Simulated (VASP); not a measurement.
Runs of VASP 6.6.1 on ZnSe. The structure is that of space group F-43m (No. 216), or close to it. The cells are those of the table. 

| task | cell | cutoff (eV) | gap on the mesh (eV) | pressure (GPa) |
| --- | --- | --- | --- | --- |
| relaxation of cell and atoms | relaxed to 10 GPa from a = 3.937 Å, angles 60.0°, 2 atoms | 600 | 1.75 | 10.0 |
| relaxation of cell and atoms | relaxed to 1 GPa from a = 3.937 Å, angles 60.0°, 2 atoms | 600 | 1.33 | 1.0 |
| single point | a = 3.832 Å, angles 60.0°, 2 atoms | 520 | (a) | (b) |
| relaxation of cell and atoms | relaxed to 15 GPa from a = 3.937 Å, angles 60.0°, 2 atoms | 600 | 1.93 | 15.0 |
| single point | a = 3.796 Å, angles 60.0°, 2 atoms | 520 | 1.77 | 10.6 |

Alike in all rows: level LDA; potentials or basis VASP PAW LDA potentials, release 64 (Zn, Se); no spin polarisation; k mesh 8 × 8 × 8; smearing gaussian 0.01 eV.

Problem. Fill in the values left out.

Solution. (a) 1.64; (b) 7.5.

Caveats: the cell is relaxed towards a set pressure, so the enthalpy falls and the energy may rise (some runs).

A k mesh can miss the band edges, and the runs leave out spin-orbit coupling on Se.
